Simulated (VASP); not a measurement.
# Si16H5Cl in VASP: notebook

The runs below take Si16H5Cl through single point, with PBEsol.

Program: VASP 6.6.1. These are calculated values, not measurements. Logs are shortened: lines on timing, memory, paths and dates and some standing lists are left out, and cuts for length are marked.

### 1 The cell of the first run

The cell holds a slab with vacuum, 22 atoms: a = 7.679 Å, b = 7.679 Å, c = 17.419 Å, α = 90.00°, β = 90.00°, γ = 60.00°.

### 2 Single point, PBEsol

Input file INCAR:

```
SYSTEM = Si16H5Cl
PREC = Accurate ; ENCUT = 520
EDIFF = 1E-7 ; ISMEAR = 0
SIGMA = 0.05 ; LREAL = Auto
LASPH = .TRUE. ; NELM = 60
ALGO = Normal ; ISIF = 2
LWAVE = .FALSE. ; LCHARG = .TRUE.
GGA = PS ; LELF = .TRUE.
LVHAR = .TRUE. ; NBANDS = 55
```

Input file KPOINTS:

```
regular mesh
0
G
  2 2 1
  0 0 0
```

Input file POSCAR:

```
Si16H5Cl
1.0
    7.6791800000      0.0000000000      0.0000000000
    3.8395900000      6.6503650000      0.0000000000
    0.0000000000      0.0000000000     17.4187650000
H Si Cl
5 16 1
Direct
    0.1666666792      0.1666666416      0.0574093514
    0.6666666792      0.1666666416      0.0574093514
    0.1666666416      0.6666667168      0.0574093514
    0.6666666416      0.6666667168      0.0574093514
    0.3162548009      0.1606565955      0.4302360701
    0.1666666792      0.1666666416      0.1435233784
    0.6666666792      0.1666666416      0.1435233784
    0.1666666416      0.6666667168      0.1435233784
    0.6666666416      0.6666667168      0.1435233784
   -0.1662003639      0.3334768844      0.1882181659
    0.3334061977      0.3353776823      0.1780278912
   -0.1673959577      0.8284972329      0.1956285649
    0.3327772084      0.8326383589      0.1878136596
   -0.1508418072      0.3117594297      0.3246610193
    0.3433002386      0.3550466779      0.3082451597
   -0.1794833380      0.8563101424      0.3389897045
    0.3054994201      0.8554530466      0.3218661024
    0.0006641020      0.0015877324      0.3945595454
    0.4560024448      0.0401785466      0.3625757624
    0.0039160285      0.5037827247      0.3409164197
    0.5082516140      0.5169245598      0.3602250217
    0.4884221588      0.4908886956      0.4789465269
```

Potentials or basis: VASP PAW PBE potentials, release 64 (H, Si, Cl).

Started as:

```bash
$ cat potpaw_PBE.64/H/POTCAR potpaw_PBE.64/Si/POTCAR potpaw_PBE.64/Cl/POTCAR > POTCAR
$ mpirun -np 1 vasp_std > vasp.out
```

OUTCAR:

```text
SYSTEM = Si16H5Cl
   PREC = Accurate
   ENCUT = 520
   EDIFF = 1E-7
   ISMEAR = 0
   LREAL = Auto
   LASPH = .TRUE.
   NELM = 60
   ISIF = 2
   GGA = PS

 ion  position               nearest neighbor table
   1  0.167  0.167  0.057-   6 1.50
   2  0.667  0.167  0.057-   7 1.50
   3  0.167  0.667  0.057-   8 1.50
   4  0.667  0.667  0.057-   9 1.50
   5  0.316  0.161  0.430-  19 1.55
   6  0.167  0.167  0.144-   1 1.50  11 2.31  10 2.35  13 2.35
   7  0.667  0.167  0.144-   2 1.50  11 2.30  10 2.35  12 2.43
   8  0.167  0.667  0.144-   3 1.50  11 2.28  13 2.34  12 2.40
   9  0.667  0.667  0.144-   4 1.50  10 2.35  13 2.35  12 2.36
  10  0.834  0.333  0.188-   6 2.35   9 2.35   7 2.35  14 2.38
  11  0.333  0.335  0.178-  15 2.28   8 2.28   7 2.30   6 2.31
  12  0.833  0.828  0.196-   9 2.36   8 2.40   7 2.43  16 2.50
  13  0.333  0.833  0.188-   8 2.34  17 2.34   9 2.35   6 2.35
  14  0.849  0.312  0.325-  20 2.33  21 2.37  10 2.38  18 2.40
  15  0.343  0.355  0.308-  11 2.28  19 2.32  20 2.33  21 2.35
  16  0.821  0.856  0.339-  20 2.35  18 2.37  19 2.46  12 2.50
  17  0.305  0.855  0.322-  13 2.34  19 2.34  21 2.36  18 2.39
  18  0.001  0.002  0.395-  16 2.37  17 2.39  14 2.40
  19  0.456  0.040  0.363-   5 1.55  15 2.32  17 2.34  16 2.46
  20  0.004  0.504  0.341-  14 2.33  15 2.33  16 2.35
  21  0.508  0.517  0.360-  22 2.09  15 2.35  17 2.36  14 2.37
  22  0.488  0.491  0.479-  21 2.09

  LATTYP: Found a hexagonal cell.
 ALAT       =     7.6791800344
 C/A-ratio  =     2.2683105386

  Lattice vectors:

 A1 = (  -3.8395900000,  -6.6503650000,   0.0000000000)
 A2 = (   7.6791800000,   0.0000000000,   0.0000000000)
 A3 = (   0.0000000000,   0.0000000000,  17.4187650000)

Analysis of symmetry for initial positions (statically):
=====================================================================
 Subroutine PRICEL returns:
 Original cell was already a primitive cell.

 Routine SETGRP: Setting up the symmetry group for a
 hexagonal supercell.

 Subroutine GETGRP returns: Found  1 space group operations
 (whereof  1 operations were pure point group operations)
 out of a pool of 24 trial point group operations.

The static configuration has the point symmetry C_1 .

Analysis of symmetry for dynamics (positions and initial velocities):
=====================================================================
 Subroutine PRICEL returns:
 Original cell was already a primitive cell.

 Routine SETGRP: Setting up the symmetry group for a
 hexagonal supercell.

 Subroutine GETGRP returns: Found  1 space group operations
 (whereof  1 operations were pure point group operations)
 out of a pool of 24 trial point group operations.

The dynamic configuration has the point symmetry C_1 .

 Subroutine INISYM returns: Found  1 space group operations
 (whereof  1 operations are pure point group operations),
 and found     1 'primitive' translations

----------------------------------------------------------------------------------------

                                     Primitive cell

  volume of cell :     889.5650

  direct lattice vectors                    reciprocal lattice vectors
     7.679180000  0.000000000  0.000000000     0.130222237 -0.075183843  0.000000000
     3.839590000  6.650365000  0.000000000     0.000000000  0.150367687  0.000000000
     0.000000000  0.000000000 17.418765000     0.000000000  0.000000000  0.057409351

  length of vectors
     7.679180000  7.679180034 17.418765000     0.150367687  0.150367687  0.057409351

  position of ions in fractional coordinates (direct lattice)
     0.166666679  0.166666642  0.057409351
     0.666666679  0.166666642  0.057409351
     0.166666642  0.666666717  0.057409351
     0.666666642  0.666666717  0.057409351
     0.316254801  0.160656596  0.430236070
     0.166666679  0.166666642  0.143523378
[... 14 lines left out ...]
     0.508251614  0.516924560  0.360225022
     0.488422159  0.490888696  0.478946527

  ion indices of the primitive-cell ions
   primitive index   ion index
                 1           1
                 2           2
                 3           3
                 4           4
                 5           5
                 6           6
[... 14 lines left out ...]
                21          21
                22          22

----------------------------------------------------------------------------------------

 KPOINTS: regular mesh

Automatic generation of k-mesh.
 Grid dimensions read from file:
 generate k-points for:    2    2    1

 Generating k-lattice:

  Cartesian coordinates                     Fractional coordinates (reciprocal lattice)
     0.065111119 -0.037591922  0.000000000     0.500000000 -0.000000000  0.000000000
     0.000000000  0.075183843  0.000000000     0.000000000  0.500000000  0.000000000
     0.000000000  0.000000000  0.057409351     0.000000000  0.000000000  1.000000000

  Length of vectors
     0.075183844  0.075183843  0.057409351

  Shift w.r.t. Gamma in fractional coordinates (k-lattice)
     0.000000000  0.000000000  0.000000000

 Subroutine IBZKPT returns following result:
 ===========================================

 Found      4 irreducible k-points:

 Following reciprocal coordinates:
            Coordinates               Weight
  0.000000  0.000000  0.000000      1.000000
  0.500000 -0.000000  0.000000      1.000000
  0.500000  0.500000  0.000000      1.000000
  0.000000  0.500000  0.000000      1.000000
   k-points           NKPTS =      4   k-points in BZ     NKDIM =      4   number of bands    NBANDS=     55
   number of dos      NEDOS =    301   number of ions     NIONS =     22
   total plane-waves  NPLWV = 504000
   dimension x,y,z NGX =    60 NGY =   60 NGZ =  140
   dimension x,y,z NGXF=   120 NGYF=  120 NGZF=  280
   ions per type =               5  16   1
   NGX,Y,Z   is equivalent  to a cutoff of  12.99, 12.99, 13.36 a.u.
   NGXF,Y,Z  is equivalent  to a cutoff of  25.98, 25.98, 26.72 a.u.
 SYSTEM =  Si16H5Cl
   PREC   = accura    normal or accurate (medium, high low for compatibility)
   ISTART =      0    job   : 0-new  1-cont  2-samecut
   ICHARG =      2    charge: 1-file 2-atom 10-const
   ISPIN  =      1    spin polarized calculation?
   LNONCOLLINEAR =      F non collinear calculations
   LSORBIT =      F    spin-orbit coupling
   LASPH  =      T    aspherical Exc in radial PAW
   ENCUT  =  520.0 eV  38.22 Ry    6.18 a.u.  14.28 14.28 32.39*2*pi/ulx,y,z
   NELM   =     60;   NELMIN=  2; NELMDL= -5     # of ELM steps
   EDIFF  = 0.1E-06   stopping-criterion for ELM
   LREAL  =      T    real-space projection
   EDIFFG = 0.1E-05   stopping-criterion for IOM
   NSW    =      0    number of steps for IOM
   IBRION =     -1    ionic relax: 0-MD 1-quasi-New 2-CG
   NFREE  =      0    steps in history (QN), initial steepest desc. (CG)
   ISIF   =      2    stress and relaxation
   ISYM   =      2    0-nonsym 1-usesym 2-fastsym
   POTIM  = 0.5000    time-step for ionic-motion
   TEBEG  =    0.0;   TEEND  =   0.0 temperature during run
   PSTRESS=    0.0 pullay stress
   NELECT =      76.0000    total number of electrons
   NUPDOWN=      -1.0000    fix difference up-down
   EMIN   =  10.00;   EMAX   =-10.00  energy-range for DOS
   EFERMI =   0.00;   METHOD = LEGACY
   ISMEAR =     0;   SIGMA  =   0.05  broadening in eV -4-tet -1-fermi 0-gaus
   EFERMI_NEDOS =   21; number of points for ismear=-14 and -15
   IALGO  =     38    algorithm
   IMIX   =      4    mixing-type and parameters
     AMIX     =   0.40;   BMIX     =  1.00
     AMIX_MAG =   1.60;   BMIX_MAG =  1.00
  volume/ion in A,a.u.               =      40.43       272.87
  Fermi-wavevector in a.u.,A,eV,Ry     =   0.721030  1.362550  7.073459  0.519885
  Thomas-Fermi vector in A             =   1.810634
   LORBIT       =      0    0 simple, 1 ext, 2 COOP (PROOUT), +10 PAW based schemes
   GGA     = PS    functional components
   LHFCALC =     F    Hartree Fock is set to
   AEXX    =    0.0000 exact exchange contribution
   IVDW    =     0    specifies the selected vdW correction
   LEPSILON=     F    determine dielectric tensor
   LRPA    =     F    only Hartree local field effects (RPA)
 non-spin polarized calculation
 Gauss-broadening in eV      SIGMA  =   0.05
  energy-cutoff  :      520.00
  volume of cell :      889.57
 maximum number of plane-waves:     23990
 NGX is ok and might be reduce to    60
   NGX = 29   NGY = 29   NGZ = 65

 number of electron      76.0000003 magnetization

 Free energy of the ion-electron system (eV)
  ---------------------------------------------------
  ext. energy  EPLUGINS =         0.00000000
  ---------------------------------------------------
  free energy    TOTEN  =      -106.76762938 eV

  energy without entropy =     -106.76762910  energy(sigma->0) =     -106.76762924

 E-fermi :  -0.8210     XC(G=0):  -4.6383

 val. band max:       -0.9853743052   @ k =   0.0000   0.0000   0.0000
 cond. band min:      -0.6566366735   @ k =   0.0000   0.0000   0.0000
 fundamental gap:      0.3287376317
 Fermi energy:        -0.8210053820

 k-point     1 :       0.0000    0.0000    0.0000
  band No.  band energies     occupation
      1     -16.5860      2.00000
      2     -12.2890      2.00000
      3     -11.0682      2.00000
      4     -10.1987      2.00000
      5     -10.0314      2.00000
      6      -9.9423      2.00000
[... 42 lines left out ...]
     49       1.8209      0.00000
     50       1.8834      0.00000

 k-point     2 :       0.5000   -0.0000    0.0000
  band No.  band energies     occupation
      1     -16.5853      2.00000
      2     -11.6919      2.00000
      3     -11.4778      2.00000
      4     -10.4778      2.00000
      5     -10.3300      2.00000
      6     -10.2504      2.00000
[... 42 lines left out ...]
     49       2.6918      0.00000
     50       2.9029      0.00000

 k-point     3 :       0.5000    0.5000    0.0000
  band No.  band energies     occupation
      1     -16.5854      2.00000
      2     -11.6929      2.00000
      3     -11.4787      2.00000
      4     -10.4654      2.00000
      5     -10.2914      2.00000
      6     -10.2850      2.00000
[... 42 lines left out ...]
     49       2.8598      0.00000
     50       2.9372      0.00000

 k-point     4 :       0.0000    0.5000    0.0000
  band No.  band energies     occupation
      1     -16.5853      2.00000
      2     -11.7343      2.00000
      3     -11.4011      2.00000
      4     -10.4963      2.00000
      5     -10.3503      2.00000
      6     -10.2551      2.00000
[... 42 lines left out ...]
     49       2.7246      0.00000
     50       3.0630      0.00000
 [bands above 50 left out]

------------------------ aborting loop because EDIFF is reached ----------------------------------------

  FORCE on cell =-STRESS in cart. coord.  units (eV):
  Direction    XX          YY          ZZ          XY          YZ          ZX
  --------------------------------------------------------------------------------------
  -------------------------------------------------------------------------------------
  Total       -0.6008133     -1.3875662      0.9360463      2.4496016     -1.2272926      1.0991149
  in kB       -1.0821126     -2.4991171      1.6858938      4.4119273     -2.2104516      1.9795934
  external PRESSURE =      -0.6317786 kB  Pullay stress =       0.0000000 kB

 VOLUME and BASIS-vectors are now :
 -----------------------------------------------------------------------------
  energy-cutoff  :      520.00
  volume of cell :      889.57
      direct lattice vectors                 reciprocal lattice vectors
     7.679180000  0.000000000  0.000000000     0.130222237 -0.075183843  0.000000000
     3.839590000  6.650365000  0.000000000     0.000000000  0.150367687  0.000000000
     0.000000000  0.000000000 17.418765000     0.000000000  0.000000000  0.057409351

 POSITION                                       TOTAL-FORCE (eV/Angst)
 -----------------------------------------------------------------------------------
      1.91979      1.10839      1.00000        -0.054017     -0.007792     -0.143760
      5.75938      1.10839      1.00000         0.156674     -0.236507     -0.151583
      3.83959      4.43358      1.00000        -0.156478      0.254506     -0.159436
      7.67918      4.43358      1.00000         0.087713      0.019989     -0.113638
      3.04543      1.06842      7.49418         0.569909     -0.848882      0.339007
      1.91979      1.10839      2.50000        -0.247214     -0.168681     -0.057276
[... 14 lines left out ...]
      5.88773      3.43774      6.27468        -0.086101      0.016871      0.009982
      5.63549      3.26459      8.34266         0.005623      0.024151     -0.015349
 -----------------------------------------------------------------------------------
    total drift:                                0.000035      0.000292     -0.009717

  FREE ENERGIE OF THE ION-ELECTRON SYSTEM (eV)
  ---------------------------------------------------
  free  energy   TOTEN  =      -106.7676293839 eV

  energy  without entropy=     -106.7676290981  energy(sigma->0) =     -106.76762924
```

It took 10 min on 1 thread of Intel Xeon Platinum 8488C (Sapphire Rapids), shared host; peak memory 0.96 GiB.

Results:

```
Free energy            : -106.7676 eV
Largest force          : 1.077 eV/Å
Band gap on the k mesh : 0.33 eV, direct
```

Forces on the atoms (eV/Å):
```
H   -0.054 -0.008 -0.144
H    0.157 -0.237 -0.152
H   -0.156  0.255 -0.159
H    0.088  0.020 -0.114
H    0.570 -0.849  0.339
Si  -0.247 -0.169 -0.057
Si   0.320 -0.393  0.217
Si  -0.135  0.477 -0.022
Si  -0.048  0.036  0.509
Si   0.012  0.011 -0.006
Si  -0.014 -0.001  0.039
Si   0.035 -0.011 -0.035
Si   0.008  0.001 -0.016
Si  -0.054  0.072  0.043
Si  -0.124  0.016  0.092
Si  -0.074  0.228 -0.049
Si  -0.002 -0.014 -0.034
Si   0.065  0.040 -0.050
Si  -0.079  0.013  0.120
Si  -0.187  0.472 -0.516
Si  -0.086  0.017  0.010
Cl   0.006  0.024 -0.015
```

Caveat: the k points lie up to 0.47 Å⁻¹ apart; the PAW data sets were made with another functional, which shifts forces and pressure a little.

### 3 Single point, PBEsol

Input file INCAR:

```
ALGO     = Normal         # electronic algorithm
EDIFF    = 1E-7           # SCF threshold, eV
ENCUT    = 520            # plane-wave cutoff, eV
GGA      = PS             # functional
ISIF     = 2              # what is computed and relaxed
ISMEAR   = 0              # smearing method
LASPH    = T              # aspherical terms in the spheres
LCHARG   = T              # write CHGCAR
LELF     = T              # ELF
LREAL    = Auto         
LVHAR    = T            
LWAVE    = F              # write WAVECAR
NBANDS   = 55             # bands
NELM     = 80             # most SCF steps
PREC     = Accurate       # precision mode
SIGMA    = 0.05           # smearing width, eV
```

Input file KPOINTS:

```
k-points
0
Gamma
  2 2 1
```

Input file POSCAR:

```
Si16H5Cl
1.0
    7.6791800000      0.0000000000      0.0000000000
    3.8395900000      6.6503650000      0.0000000000
    0.0000000000      0.0000000000     17.4187650000
H Si Cl
5 16 1
Direct
    0.1666666792      0.1666666416      0.0574093514
    0.6666666792      0.1666666416      0.0574093514
    0.1666666416      0.6666667168      0.0574093514
    0.6666666416      0.6666667168      0.0574093514
    0.4026735620      0.0892322451      0.4457702943
    0.1666666792      0.1666666416      0.1435233784
    0.6666666792      0.1666666416      0.1435233784
    0.1666666416      0.6666667168      0.1435233784
    0.6666666416      0.6666667168      0.1435233784
   -0.1672373999      0.3335207917      0.1871443240
    0.3338215908      0.3342018070      0.1811434393
   -0.1650951649      0.8273566940      0.1936064928
    0.3326652905      0.8334692908      0.1877188767
   -0.1653191883      0.3292074946      0.3225774043
    0.3258538536      0.3591512646      0.3129204625
   -0.1869360391      0.8792231705      0.3343405804
    0.3038612116      0.8585606955      0.3218782732
   -0.0036594990      0.0174471627      0.3917284607
    0.4627837841      0.0344620183      0.3632926904
   -0.0218095700      0.5329716489      0.3305901997
    0.4950913763      0.5205079721      0.3603966757
    0.4877616514      0.4959929267      0.4796524323
```

Potentials or basis: VASP PAW PBE potentials, release 64 (H, Si, Cl).

Started as:

```bash
$ cat potpaw_PBE.64/H/POTCAR potpaw_PBE.64/Si/POTCAR potpaw_PBE.64/Cl/POTCAR > POTCAR
$ mpirun -np 1 vasp_std > vasp.out
```

Wall time 11 min (1 thread of Intel Xeon Platinum 8488C (Sapphire Rapids), shared host); peak memory 0.96 GiB.

Results (log left out):

```yaml
Free_energy: -107.4582 eV
Largest_force: 0.436 eV/Å
Band_gap_on_the_k_mesh: 0.41 eV, direct
```

Forces in eV/Å, atoms in the order of the input:
```
H   -0.037  0.011 -0.137
H    0.071 -0.192 -0.143
H   -0.117  0.178 -0.134
H    0.060  0.063 -0.126
H    0.239 -0.286  0.183
Si  -0.182 -0.065 -0.030
Si   0.195 -0.357  0.156
Si   0.009  0.261  0.018
Si  -0.110  0.009  0.321
Si  -0.003  0.000 -0.007
Si  -0.001 -0.007  0.032
Si   0.008  0.000 -0.018
Si   0.005  0.004  0.003
Si  -0.030  0.064 -0.017
Si  -0.071  0.017  0.057
Si   0.024  0.101 -0.051
Si  -0.005  0.013  0.001
Si   0.022  0.065 -0.019
Si   0.025 -0.028 -0.002
Si  -0.055  0.114 -0.104
Si  -0.060  0.011  0.034
Cl   0.013  0.025 -0.016
```

Levels at points of the mesh, in eV from the valence-band top:
```csv
k point,band 36,band 37,band 38,band 39,band 40,band 41
"(0.00, 0.00, 0.00)",-0.36,-0.05,0.00,0.41,1.21,1.27
"(0.50, 0.00, 0.00)",-0.73,-0.67,-0.15,0.66,1.62,2.11
"(0.50, 0.50, 0.00)",-0.85,-0.59,-0.05,0.73,1.77,1.98
"(0.00, 0.50, 0.00)",-0.75,-0.63,-0.07,0.78,1.89,1.94
```

Caveat: the k points lie up to 0.47 Å⁻¹ apart; the PAW data sets were made with another functional, which shifts forces and pressure a little.

(Continued in part 2 of 2.)
